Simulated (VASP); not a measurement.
# InP in VASP: a series of runs, part 2 of 2

VASP 6.6.1. Earlier steps stand in the parts before.

### 4 Single point, PBE (biaxial xy strain -1.6%)

Input file INCAR:

```
PREC = Accurate
ENCUT = 520
EDIFF = 1E-7
ISMEAR = -1
SIGMA = 0.02
LREAL = False
LASPH = True
NELM = 60
ALGO = Normal
ISIF = 2
LWAVE = False
LCHARG = False
GGA = PE
NBANDS = 16
```

Input file KPOINTS:

```
regular mesh
0
Gamma
  8 8 8
```

Input file POSCAR:

```
InP
1.0
    0.0000000000      2.9059362773      2.9537876370
    2.9059362773      0.0000000000      2.9537876370
    2.9059362773      2.9059362773      0.0000000000
In P
1 1
Direct
    0.0000000000      0.0000000000      0.0000000000
    0.2500000000      0.2500000000      0.2500000000
```

Potentials or basis: VASP PAW PBE potentials, release 64 (In_d, P).

Run with:

```bash
$ cat potpaw_PBE.64/In_d/POTCAR potpaw_PBE.64/P/POTCAR > POTCAR
$ mpirun -np 1 vasp_std > vasp.out
```

OUTCAR:

```text
PREC = Accurate
   ENCUT = 520
   EDIFF = 1E-7
   ISMEAR = -1
   LREAL = False
   LASPH = True
   NELM = 60
   ISIF = 2
   GGA = PE

 ion  position               nearest neighbor table
   1  0.000  0.000  0.000-   2 2.53   2 2.53   2 2.53   2 2.53
   2  0.250  0.250  0.250-   1 2.53   1 2.53   1 2.53   1 2.53

  LATTYP: Found a body centered tetragonal cell.
 ALAT       =     4.1096144947
 C/A-ratio  =     1.4375010799

  Lattice vectors:

 A1 = (  -2.9059362773,   0.0000000000,   2.9537876370)
 A2 = (   2.9059362773,   0.0000000000,   2.9537876370)
 A3 = (   0.0000000000,   2.9059362773,  -2.9537876370)

Analysis of symmetry for initial positions (statically):
=====================================================================
 Subroutine PRICEL returns:
 Original cell was already a primitive cell.

 Routine SETGRP: Setting up the symmetry group for a
 body centered tetragonal supercell.

 Subroutine GETGRP returns: Found  8 space group operations
 (whereof  8 operations were pure point group operations)
 out of a pool of 16 trial point group operations.

The static configuration has the point symmetry D_2d.

Analysis of symmetry for dynamics (positions and initial velocities):
=====================================================================
 Subroutine PRICEL returns:
 Original cell was already a primitive cell.

 Routine SETGRP: Setting up the symmetry group for a
 body centered tetragonal supercell.

 Subroutine GETGRP returns: Found  8 space group operations
 (whereof  8 operations were pure point group operations)
 out of a pool of 16 trial point group operations.

The dynamic configuration has the point symmetry D_2d.

 Subroutine INISYM returns: Found  8 space group operations
 (whereof  8 operations are pure point group operations),
 and found     1 'primitive' translations

----------------------------------------------------------------------------------------

                                     Primitive cell
[... 104 lines left out ...]
   EMIN   =  10.00;   EMAX   =-10.00  energy-range for DOS
   EFERMI =   0.00;   METHOD = LEGACY
   ISMEAR =    -1;   SIGMA  =   0.02  broadening in eV -4-tet -1-fermi 0-gaus
   EFERMI_NEDOS =   21; number of points for ismear=-14 and -15
   IALGO  =     38    algorithm
   IMIX   =      4    mixing-type and parameters
     AMIX     =   0.40;   BMIX     =  1.00
     AMIX_MAG =   1.60;   BMIX_MAG =  1.00
  volume/ion in A,a.u.               =      24.94       168.32
  Fermi-wavevector in a.u.,A,eV,Ry     =   1.165481  2.202440 18.481418  1.358346
  Thomas-Fermi vector in A             =   2.302006
   LORBIT       =      0    0 simple, 1 ext, 2 COOP (PROOUT), +10 PAW based schemes
   GGA     = PE    functional components
   LHFCALC =     F    Hartree Fock is set to
   AEXX    =    0.0000 exact exchange contribution
   IVDW    =     0    specifies the selected vdW correction
   LEPSILON=     F    determine dielectric tensor
   LRPA    =     F    only Hartree local field effects (RPA)
 non-spin polarized calculation
  energy-cutoff  :      520.00
  volume of cell :       49.89
 maximum number of plane-waves:      1363
   NGX = 15   NGY = 15   NGZ = 15

 number of electron      18.0000002 magnetization

 Free energy of the ion-electron system (eV)
  ---------------------------------------------------
  ext. energy  EPLUGINS =         0.00000000
  ---------------------------------------------------
  free energy    TOTEN  =        -8.36945485 eV

  energy without entropy =       -8.36945485  energy(sigma->0) =       -8.36945485

 E-fermi :   5.6977     XC(G=0):  -9.3225

 val. band max:        5.3139801895   @ k =   0.0000   0.0000   0.0000
 cond. band min:       6.0469444207   @ k =   0.0000   0.0000   0.0000
 fundamental gap:      0.7329642312
 Fermi energy:         5.6976824661

 k-point     1 :       0.0000    0.0000    0.0000
  band No.  band energies     occupation
      1      -8.9220      2.00000
      2      -8.9146      2.00000
      3      -8.9146      2.00000
      4      -8.7615      2.00000
      5      -8.7598      2.00000
      6      -6.2906      2.00000
[... 433 lines left out ...]
      3      -8.8709      2.00000
      4      -8.7694      2.00000
      5      -8.7432      2.00000
      6      -5.0113      2.00000
[... 8 lines left out ...]
     15      15.2847      0.00000
     16      15.4483      0.00000

 [... further k-points ...]
[... 5 lines left out ...]
  --------------------------------------------------------------------------------------
  -------------------------------------------------------------------------------------
  Total        1.3000043      1.3000043      1.0920885      0.0000000      0.0000000      0.0000000
  in kB       41.7516790     41.7516790     35.0741363      0.0000000      0.0000000      0.0000000
  external PRESSURE =      39.5258315 kB  Pullay stress =       0.0000000 kB

 VOLUME and BASIS-vectors are now :
 -----------------------------------------------------------------------------
  energy-cutoff  :      520.00
  volume of cell :       49.89
      direct lattice vectors                 reciprocal lattice vectors
     0.000000000  2.905936277  2.953787637    -0.172061584  0.172061584  0.169274187
     2.905936277  0.000000000  2.953787637     0.172061584 -0.172061584  0.169274187
     2.905936277  2.905936277  0.000000000     0.172061584  0.172061584 -0.169274187

 POSITION                                       TOTAL-FORCE (eV/Angst)
 -----------------------------------------------------------------------------------
      0.00000      0.00000      0.00000        -0.000000     -0.000000      0.000000
      1.45297      1.45297      1.47689         0.000000      0.000000      0.000000
 -----------------------------------------------------------------------------------
    total drift:                               -0.000000     -0.000000      0.000000

  FREE ENERGIE OF THE ION-ELECTRON SYSTEM (eV)
  ---------------------------------------------------
  free  energy   TOTEN  =        -8.3694548533 eV

  energy  without entropy=       -8.3694548533  energy(sigma->0) =       -8.36945485
```

OSZICAR:

```text
N       E                     dE             d eps       ncg     rms          rms(c)
DAV:   1     0.114278361271E+03    0.11428E+03   -0.83231E+03  1896   0.125E+03
DAV:   2    -0.119211107235E+01   -0.11547E+03   -0.10966E+03  2136   0.305E+02
DAV:   3    -0.859281840833E+01   -0.74007E+01   -0.73680E+01  2400   0.748E+01
DAV:   4    -0.878632623529E+01   -0.19351E+00   -0.19344E+00  2456   0.131E+01
DAV:   5    -0.879599832999E+01   -0.96721E-02   -0.96718E-02  2816   0.252E+00    0.577E+00
DAV:   6    -0.839883250959E+01    0.39717E+00   -0.62186E-01  3056   0.130E+01    0.347E+00
DAV:   7    -0.836829680516E+01    0.30536E-01   -0.16444E-01  2712   0.327E+00    0.127E+00
DAV:   8    -0.836862173311E+01   -0.32493E-03   -0.16112E-02  2400   0.151E+00    0.339E-01
DAV:   9    -0.836923024928E+01   -0.60852E-03   -0.13031E-03  2456   0.383E-01    0.159E-01
DAV:  10    -0.836937944878E+01   -0.14920E-03   -0.25314E-04  2880   0.218E-01    0.105E-01
DAV:  11    -0.836945496112E+01   -0.75512E-04   -0.12086E-04  2272   0.983E-02    0.460E-02
DAV:  12    -0.836945432507E+01    0.63605E-06   -0.81480E-06  2264   0.277E-02    0.125E-02
DAV:  13    -0.836945469283E+01   -0.36776E-06   -0.15155E-06  2416   0.605E-03    0.956E-03
DAV:  14    -0.836945482883E+01   -0.13600E-06   -0.20449E-07  2432   0.454E-03    0.180E-03
DAV:  15    -0.836945485335E+01   -0.24514E-07   -0.11406E-08  1664   0.918E-04
   1 F= -.83694549E+01 E0= -.83694549E+01  d E =-.524401E-10
```

Run time: 20 s. Hardware: 1 thread of Intel Xeon 6975P-C (Granite Rapids), shared host; peak memory 0.19 GiB.

What came out:

```
Free energy            : -8.3695 eV
Pressure               : 4.0 GPa
Band gap on the k mesh : 0.73 eV, direct
```

Stress tensor (GPa, compression positive):
```
4.18 0.00 0.00
0.00 4.18 0.00
0.00 0.00 3.51
```

Caveat: the cell differs from its parent crystal (biaxial xy strain -1.6%); spin-orbit coupling is left out, which moves the levels of the heavy elements.

### 5 Single point, PBE (uniaxial x strain -1.8%)

Input file INCAR:

```
SYSTEM = InP
ALGO = Normal
EDIFF = 1E-7
ENCUT = 520
GGA = PE
ISIF = 2
ISMEAR = -1
LASPH = .TRUE.
LCHARG = .FALSE.
LREAL = .FALSE.
LWAVE = .FALSE.
NBANDS = 16
NELM = 100
PREC = Accurate
SIGMA = 0.02
```

Input file KPOINTS:

```
k-points
0
G
  8 8 8
  0 0 0
```

Input file POSCAR:

```
InP
1.0
    0.0000000000      2.9537876370      2.9537876370
    2.9003240808      0.0000000000      2.9537876370
    2.9003240808      2.9537876370      0.0000000000
In P
1 1
Direct
    0.0000000000      0.0000000000      0.0000000000
    0.2500000000      0.2500000000      0.2500000000
```

Potentials or basis: VASP PAW PBE potentials, release 64 (In_d, P).

Run with:

```bash
$ cat potpaw_PBE.64/In_d/POTCAR potpaw_PBE.64/P/POTCAR > POTCAR
$ mpirun -np 1 vasp_std > vasp.out
```

OUTCAR:

```text
SYSTEM = InP
   EDIFF = 1E-7
   ENCUT = 520
   GGA = PE
   ISIF = 2
   ISMEAR = -1
   LASPH = .TRUE.
   LREAL = .FALSE.
   NELM = 100
   PREC = Accurate

 ion  position               nearest neighbor table
   1  0.000  0.000  0.000-   2 2.54   2 2.54   2 2.54   2 2.54
   2  0.250  0.250  0.250-   1 2.54   1 2.54   1 2.54   1 2.54

  LATTYP: Found a body centered tetragonal cell.
 ALAT       =     4.1772865366
 C/A-ratio  =     1.3886162969

  Lattice vectors:

 A1 = (  -2.9003240808,   0.0000000000,  -2.9537876370)
 A2 = (  -2.9003240808,   0.0000000000,   2.9537876370)
 A3 = (   2.9003240808,   2.9537876370,   0.0000000000)

[... 624 lines left out ...]
      6      -5.3352      2.00000
[... 8 lines left out ...]
     15      14.7607      0.00000
     16      15.5619      0.00000

 [... further k-points ...]
[... 5 lines left out ...]
  --------------------------------------------------------------------------------------
  -------------------------------------------------------------------------------------
  Total        1.0546107      0.8326265      0.8326265      0.0000000      0.0000000      0.0000000
  in kB       33.3862529     26.3588070     26.3588070      0.0000000      0.0000000      0.0000000
  external PRESSURE =      28.7012890 kB  Pullay stress =       0.0000000 kB

 VOLUME and BASIS-vectors are now :
 -----------------------------------------------------------------------------
  energy-cutoff  :      520.00
  volume of cell :       50.61
      direct lattice vectors                 reciprocal lattice vectors
     0.000000000  2.953787637  2.953787637    -0.172394528  0.169274187  0.169274187
     2.900324081  0.000000000  2.953787637     0.172394528 -0.169274187  0.169274187
     2.900324081  2.953787637  0.000000000     0.172394528  0.169274187 -0.169274187

 POSITION                                       TOTAL-FORCE (eV/Angst)
 -----------------------------------------------------------------------------------
      0.00000      0.00000      0.00000         0.000000      0.000000      0.000000
      1.45016      1.47689      1.47689        -0.000000     -0.000000     -0.000000
 -----------------------------------------------------------------------------------
    total drift:                               -0.000001      0.000000      0.000000

  FREE ENERGIE OF THE ION-ELECTRON SYSTEM (eV)
  ---------------------------------------------------
  free  energy   TOTEN  =        -8.3848178218 eV

  energy  without entropy=       -8.3848178213  energy(sigma->0) =       -8.38481782
```

Run time: 18 s. Hardware: 1 thread of Intel Xeon 6975P-C (Granite Rapids), shared host; peak memory 0.19 GiB.

What came out:

* Free energy: -8.3848 eV
* Pressure: 2.9 GPa
* Band gap on the k mesh: 0.63 eV, direct

Stress tensor (GPa, compression positive):
```
3.34 0.00 0.00
0.00 2.64 0.00
0.00 0.00 2.64
```

Caveat: the cell differs from its parent crystal (uniaxial x strain -1.8%); spin-orbit coupling is left out, which moves the levels of the heavy elements.

### 6 Single point, r2SCAN (biaxial xy strain -1.6%)

Input file POSCAR:

```
InP
1.0
    0.0000000000      2.9059362773      2.9537876370
    2.9059362773      0.0000000000      2.9537876370
    2.9059362773      2.9059362773      0.0000000000
In P
1 1
Direct
    0.0000000000      0.0000000000      0.0000000000
    0.2500000000      0.2500000000      0.2500000000
```

Input file INCAR.step1:

```
SYSTEM = InP
ALGO = Normal
EDIFF = 1E-4
ENCUT = 520
GGA = PE
ISMEAR = 0
LASPH = .TRUE.
LCHARG = .FALSE.
LREAL = .FALSE.
LWAVE = .TRUE.
NBANDS = 16
NELM = 60
PREC = Accurate
SIGMA = 0.01
```

Input file INCAR.step2:

```
SYSTEM = InP
ALGO = Normal
EDIFF = 1E-6
ENCUT = 520
ISIF = 2
ISMEAR = 0
ISTART = 1
LASPH = .TRUE.
LCHARG = .FALSE.
LMIXTAU = .TRUE.
LREAL = .FALSE.
LWAVE = .FALSE.
METAGGA = R2SCAN
NBANDS = 16
NELM = 60
PREC = Accurate
SIGMA = 0.01
```

KPOINTS is that of step 5.

Potentials or basis: VASP PAW PBE potentials, release 64 (In_d, P).

Run with:

```bash
$ cat potpaw_PBE.64/In_d/POTCAR potpaw_PBE.64/P/POTCAR > POTCAR
$ cp INCAR.step1 INCAR
$ mpirun -np 1 vasp_std > vasp.out
$ cp INCAR.step2 INCAR
$ mpirun -np 1 vasp_std > vasp.out
```

OUTCAR:

```text
SYSTEM = InP
   EDIFF = 1E-6
   ENCUT = 520
   ISIF = 2
   ISMEAR = 0
   ISTART = 1
   LASPH = .TRUE.
   LREAL = .FALSE.
   METAGGA = R2SCAN
   NELM = 60
   PREC = Accurate

 ion  position               nearest neighbor table
   1  0.000  0.000  0.000-   2 2.53   2 2.53   2 2.53   2 2.53
   2  0.250  0.250  0.250-   1 2.53   1 2.53   1 2.53   1 2.53

  LATTYP: Found a body centered tetragonal cell.
 ALAT       =     4.1096144947
 C/A-ratio  =     1.4375010799

  Lattice vectors:

 A1 = (  -2.9059362773,   0.0000000000,   2.9537876370)
 A2 = (   2.9059362773,   0.0000000000,   2.9537876370)
 A3 = (   0.0000000000,   2.9059362773,  -2.9537876370)

Analysis of symmetry for initial positions (statically):
=====================================================================
 Subroutine PRICEL returns:
 Original cell was already a primitive cell.

 Routine SETGRP: Setting up the symmetry group for a
 body centered tetragonal supercell.

 Subroutine GETGRP returns: Found  8 space group operations
[... 158 lines left out ...]
  ---------------------------------------------------
  ext. energy  EPLUGINS =         0.00000000
  ---------------------------------------------------
  free energy    TOTEN  =       -32.28491741 eV

  energy without entropy =      -32.28491741  energy(sigma->0) =      -32.28491741

 E-fermi :   5.2500     XC(G=0):  -9.9240

 val. band max:        5.1385848250   @ k =   0.0000   0.0000   0.0000
 cond. band min:       6.3309386846   @ k =   0.0000   0.0000   0.0000
 fundamental gap:      1.1923538597
 Fermi energy:         5.2499552240

 k-point     1 :       0.0000    0.0000    0.0000
  band No.  band energies     occupation
      1      -9.5673      2.00000
      2      -9.5600      2.00000
      3      -9.5600      2.00000
      4      -9.3793      2.00000
      5      -9.3772      2.00000
      6      -6.9524      2.00000
[... 433 lines left out ...]
      3      -9.5115      2.00000
      4      -9.3878      2.00000
      5      -9.3601      2.00000
      6      -5.6080      2.00000
[... 8 lines left out ...]
     15      15.6602      0.00000
     16      15.8297      0.00000

 [... further k-points ...]
[... 5 lines left out ...]
  --------------------------------------------------------------------------------------
  -------------------------------------------------------------------------------------
  Total        0.7800694      0.7800694      0.5487741      0.0000000     -0.0000000      0.0000000
  in kB       25.0531524     25.0531524     17.6247422      0.0000000     -0.0000000      0.0000000
  external PRESSURE =      22.5770157 kB  Pullay stress =       0.0000000 kB

 VOLUME and BASIS-vectors are now :
 -----------------------------------------------------------------------------
  energy-cutoff  :      520.00
  volume of cell :       49.89
      direct lattice vectors                 reciprocal lattice vectors
     0.000000000  2.905936277  2.953787637    -0.172061584  0.172061584  0.169274187
     2.905936277  0.000000000  2.953787637     0.172061584 -0.172061584  0.169274187
     2.905936277  2.905936277  0.000000000     0.172061584  0.172061584 -0.169274187

 POSITION                                       TOTAL-FORCE (eV/Angst)
 -----------------------------------------------------------------------------------
      0.00000      0.00000      0.00000        -0.000000     -0.000000      0.000000
      1.45297      1.45297      1.47689         0.000000      0.000000     -0.000000
 -----------------------------------------------------------------------------------
    total drift:                               -0.000003     -0.000003      0.000001

  FREE ENERGIE OF THE ION-ELECTRON SYSTEM (eV)
  ---------------------------------------------------
  free  energy   TOTEN  =       -32.2849174128 eV

  energy  without entropy=      -32.2849174128  energy(sigma->0) =      -32.28491741
```

Wall time 58 s (1 thread of Intel Xeon 6975P-C (Granite Rapids), shared host); peak memory 0.21 GiB.

Results:

```
Free energy            : -32.2849 eV
Pressure               : 2.3 GPa
Band gap on the k mesh : 1.19 eV, direct
```

Caveat: the cell differs from its parent crystal (biaxial xy strain -1.6%); the PAW data sets were made with another functional, which shifts forces and pressure a little; spin-orbit coupling is left out, which moves the levels of the heavy elements.

### 7 Single point, r2SCAN (uniaxial x strain -1.8%)

Input file POSCAR:

```
InP
1.0
    0.0000000000      2.9537876370      2.9537876370
    2.9003240808      0.0000000000      2.9537876370
    2.9003240808      2.9537876370      0.0000000000
In P
1 1
Direct
    0.0000000000      0.0000000000      0.0000000000
    0.2500000000      0.2500000000      0.2500000000
```

Input file INCAR.step1:

```
ALGO = Normal ; EDIFF = 1E-4
ENCUT = 520 ; GGA = PE
ISMEAR = 0 ; LASPH = T
LCHARG = F ; LREAL = F
LWAVE = T ; NBANDS = 16
NELM = 100 ; PREC = Accurate
SIGMA = 0.01
```

Input file INCAR.step2:

```
ALGO = Normal ; EDIFF = 1E-6
ENCUT = 520 ; ISIF = 2
ISMEAR = 0 ; ISTART = 1
LASPH = T ; LCHARG = T
LELF = T ; LMIXTAU = T
LREAL = F ; LVHAR = T
LWAVE = F ; METAGGA = R2SCAN
NBANDS = 16 ; NELM = 100
PREC = Accurate ; SIGMA = 0.01
```

Input file KPOINTS:

```
k-points
0
Gamma
  8 8 8
```

Run with:

```bash
$ cat potpaw_PBE.64/In_d/POTCAR potpaw_PBE.64/P/POTCAR > POTCAR
$ cp INCAR.step1 INCAR
$ mpirun -np 1 vasp_std > vasp.out
$ cp INCAR.step2 INCAR
$ mpirun -np 1 vasp_std > vasp.out
```

Wall time 70 s (1 thread of Intel Xeon 6975P-C (Granite Rapids), shared host); peak memory 0.21 GiB.

The run converged. Its results:

```
Free energy            : -32.2926 eV
Pressure               : 1.2 GPa
Band gap on the k mesh : 1.08 eV, direct
```

Stress tensor (GPa, compression positive):
```
1.68 0.00 0.00
0.00 0.90 0.00
0.00 0.00 0.90
```

Levels at points of the mesh, in eV from the valence-band top:
```
           k point  band 7  band 8  band 9  band 10  band 11  band 12
(0.00, 0.00, 0.00)   -0.09   -0.09    0.00     1.08     4.36     4.40
(0.50, 0.00, 0.00)   -5.91   -1.12   -1.00     1.79     5.04     5.17
(0.50, 0.50, 0.00)   -5.95   -2.42   -2.41     1.99     2.55     9.73
(0.00, 0.50, 0.50)   -5.83   -2.52   -2.52     1.89     2.38     9.91
```

Caveat: the cell differs from its parent crystal (uniaxial x strain -1.8%); the PAW data sets were made with another functional, which shifts forces and pressure a little; spin-orbit coupling is left out, which moves the levels of the heavy elements.

### 8 The runs side by side

```tsv
level	cell	smearing	gap on the mesh (eV)	pressure (GPa)
PBE	a = 4.376 Å, angles 60.0°, 2 atoms	fermi-dirac 0.02 eV	none	-5.1
r2SCAN	a = 4.376 Å, angles 60.0°, 2 atoms	fermi-dirac 0.02 eV	0.22	-7.0
PBE	a = 4.144, b = 4.144, c = 4.110 Å, angles 60.3, 60.3, 59.5°, 2 atoms	fermi-dirac 0.02 eV	0.73	4.0
PBE	a = 4.177, b = 4.140, c = 4.140 Å, angles 60.6, 59.7, 59.7°, 2 atoms	fermi-dirac 0.02 eV	0.63	2.9
r2SCAN	a = 4.144, b = 4.144, c = 4.110 Å, angles 60.3, 60.3, 59.5°, 2 atoms	gaussian 0.01 eV	1.19	2.3
r2SCAN	a = 4.177, b = 4.140, c = 4.140 Å, angles 60.6, 59.7, 59.7°, 2 atoms	gaussian 0.01 eV	1.08	1.2
```

Alike in all rows: task single point; potentials or basis VASP PAW PBE potentials, release 64 (In_d, P); no spin polarisation; k mesh 8 × 8 × 8; cutoff (eV) 520.

Caveats: spin-orbit coupling is left out, which moves the levels of the heavy elements; the PAW data sets were made with another functional, which shifts forces and pressure a little (some runs).

Total energies depend on the potentials used, so only differences within one code and one set of settings carry meaning.
